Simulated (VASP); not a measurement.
Runs of VASP 6.6.1 on S. The structure is that of space group Fm-3m (No. 225), or close to it. The cells are those of the table. This isn't the form of S at room conditions, which is orthorhombic, of S8 rings.

```tsv
task	cell	k mesh	cutoff (eV)	gap on the mesh (eV)	pressure (GPa)
single point	a = 2.385 Å, angles 60.0°, 1 atom	19 × 19 × 19	520	none	(a)
relaxation of cell and atoms	relaxed to 110 GPa from a = 2.385 Å, angles 60.0°, 1 atom	19 × 19 × 19	600	none	110.0
relaxation of cell and atoms	relaxed to 110 GPa from a = 2.389 Å, angles 60.0°, 1 atom	19 × 19 × 19	600	none	110.0
single point	a = 2.822 Å, angles 60.0°, 1 atom	17 × 17 × 17	520	none	-0.2
```

Alike in all rows: level PBE; potentials or basis VASP PAW PBE potentials, release 64 (S); no spin polarisation; smearing fermi-dirac 0.08 eV.

**Question.** Estimate the missing entries.

**Answer.** (a) 108.3.

Caveats: the cell is relaxed towards a set pressure, so the run minimises the enthalpy, not the energy (at least some runs); the cell stands under pressure (at least some runs).

A gap of «none» marks levels without a gap at the run's occupations.
